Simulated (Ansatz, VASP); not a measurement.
# Ti3Se: VASP beside Ansatz

```
CELL_PARAMETERS angstrom
4.11330 0.00000 0.00000
0.00000 4.11330 0.00000
0.00000 0.00000 4.11330
ATOMIC_POSITIONS crystal
Ti 0.00000 0.50000 0.50000
Ti 0.50000 0.00000 0.50000
Ti 0.50000 0.50000 0.00000
Se 0.00000 0.00000 0.00000
```

Alike in both runs: task relaxation of cell and atoms; functional r2SCAN; k mesh 4 × 4 × 4; occupations gaussian, width 0.1 eV; no spin polarisation.

```csv
,VASP,Ansatz
version,VASP 6.6.1,Ansatz 0.2.0
potentials or method,"VASP PAW PBE potentials, release 64 (Ti_sv, Se), cutoff 600 eV","scalar-relativistic, plane waves, PAW"
valence electrons in the cell,42,52
```

VASP gave:

| Quantity | Value |
| --- | --- |
| gap on the k mesh at the Fermi level, each at its own relaxed structure (eV) | none |
| relaxed volume (Å³/atom) | 15.75 |
| relaxed cell length with the largest relative difference (Å) | 3.979 |

Problem. Which values does Ansatz return?

Solution. gap on the k mesh at the Fermi level, each at its own relaxed structure (eV): none; relaxed volume (Å³/atom): 15.69; relaxed cell length with the largest relative difference (Å): 3.974.

VASP's potentials were made for PBE, not for r2SCAN. A gap of «none» marks a metal or a gap that the smearing closes. VASP's potentials hold 42 valence electrons a cell and Ansatz's 52, so a difference there can come from the potentials and not from the codes.

The k mesh is coarse, so the values compare programs but aren't converged.
